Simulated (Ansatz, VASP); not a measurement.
**One calculation of Si3Sn, two programs**

```xyz
4
Lattice="4.1919 0.0000 0.0000 0.0000 4.1919 0.0000 0.0000 0.0000 4.1919" Properties=species:S:1:pos:R:3 pbc="T T T"
Si    2.0959    0.0000    2.0959
Si    0.0000    2.0959    2.0959
Si    2.0959    2.0959    0.0000
Sn    0.0000    0.0000    0.0000
```

Alike in both runs: task single point; functional PBE; k mesh 4 × 4 × 4; occupations gaussian, width 0.1 eV; no spin polarisation.

```csv
,VASP,Ansatz
version,VASP 6.6.1,Ansatz 0.2.0
potentials or method,"VASP PAW PBE potentials, release 64 (Si, Sn_d), cutoff 520 eV","scalar-relativistic, plane waves, PAW"
valence electrons in the cell,26,26
```

VASP gave:

| Item | Value |
| --- | --- |
| gap on the k mesh at the Fermi level (eV) | none |
| pressure (GPa) | 2.5 |

**Question.** Which values does Ansatz return?

**Answer.** gap on the k mesh at the Fermi level (eV): none; pressure (GPa): 2.6.

A gap of «none» marks a metal or a gap that the smearing closes. The functional is the same, so the differences come from potentials, cutoffs and numerics.

The k mesh is coarse, so the values compare programs but aren't converged.
